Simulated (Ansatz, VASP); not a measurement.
One calculation of SnSe, two programs

The input INCAR:

```
ALGO     = Normal         # electronic algorithm
EDIFF    = 1E-6           # SCF threshold, eV
ENCUT    = 500            # plane-wave cutoff, eV
GGA      = CA             # functional
GGA_COMPAT= False        
ISIF     = 2              # what is computed and relaxed
ISMEAR   = 0              # smearing method
LASPH    = True           # aspherical terms in the spheres
LCHARG   = False          # write CHGCAR
LREAL    = False          # projectors in reciprocal space
LWAVE    = False          # write WAVECAR
NBANDS   = 17             # bands
NELM     = 120            # most SCF steps
PREC     = Accurate       # precision mode
SIGMA    = 0.01           # smearing width, eV
```

File KPOINTS:

```
k-points
0
Gamma
  4 4 4
```

File POSCAR:

```
SnSe
1.0
    0.0000000000      3.0100000000      3.0100000000
    3.0100000000      0.0000000000      3.0100000000
    3.0100000000      3.0100000000      0.0000000000
Sn Se
1 1
Direct
   -0.0124989675      0.0075263460     -0.0027820083
    0.5087481177      0.4857060581      0.5058619925
```

Input for Ansatz:

```yaml
crystal:
  lattice:
    - [0.0, 3.01, 3.01]
    - [3.01, 0.0, 3.01]
    - [3.01, 3.01, 0.0]
  atoms:
    - { symbol: Sn, position: [-0.012498967471251066, 0.007526345957938951, -0.0027820083364660767] }
    - { symbol: Se, position: [0.5087481176651937, 0.48570605806666434, 0.5058619924692676] }
basis:
  ecutwfc: 462.593566181796
kpoints:
  mp_grid:
    grid: [4, 4, 4]
hamiltonian:
  xc: lda
  pseudopotentials:
    kind: paw
scf:
  occupations:
    method: fixed
output:
  forces: true
```

Alike in both runs: task single point; functional LDA; k mesh 4 × 4 × 4; no spin polarisation.

|  | VASP | Ansatz |
| --- | --- | --- |
| version | VASP 6.6.1 | Ansatz 0.2.0 |
| potentials or method | VASP PAW LDA potentials, release 64 (Sn_d, Se), cutoff 500 eV | plane waves, PAW |
| occupations | gaussian, width 0.01 eV | fixed |
| valence electrons in the cell | 20 | 30 |

Ansatz gave:

* rms of the force components (eV/Å): 0.032

Task: What did VASP give for the same quantities?

Result: rms of the force components (eV/Å): 0.029.

LDA's correlation is that of Perdew and Zunger in VASP and of Perdew and Wang (1992) in Ansatz. Atom by atom the forces differ by 0.003 eV/Å (rms over components). VASP's potentials hold 20 valence electrons a cell and Ansatz's 30, so a difference there can come from the potentials and not from the codes.

The k mesh is coarse, so the values compare programs but aren't converged.
